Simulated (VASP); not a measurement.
The system is CsCl.

```
Cs Cl
1.0
     4.13683    0.00000    0.00000
     0.00000    4.13683    0.00000
     0.00000    0.00000    4.13683
Cs Cl
1 1
Cartesian
  0.0000 0.0000 0.0000
  2.0684 2.0684 2.0684
```

Base run:

```yaml
Program: VASP 6.6.1
Functional: r2SCAN
Potentials_or_basis: VASP PAW PBE potentials, release 64 (Cs_sv, Cl)
Cutoff: 550 eV
k_mesh: 4 × 4 × 4
Occupations: gaussian, width 0.01 eV
Spin: no spin polarisation
```

Its results: band gap on the k mesh 5.91 eV; pressure 0.1 GPa.

After a change of settings the same cell gave: band gap on the k mesh 6.53 eV; pressure 0.5 GPa. Which change was it?
A. functional from r2SCAN to PBE-based screened hybrid with 100 % exact exchange; cutoff from 550 eV to 400 eV
B. functional from r2SCAN to HSE06; cutoff from 550 eV to 400 eV
C. occupations from gaussian, width 0.01 eV to methfessel-paxton, width 0.05 eV
D. functional from r2SCAN to PBE-based screened hybrid with 15 % exact exchange; cutoff from 550 eV to 400 eV

B.

Caveats: the PAW data sets were made with another functional, which shifts forces and pressure a little; spin-orbit coupling is left out, which moves the levels of the heavy elements.
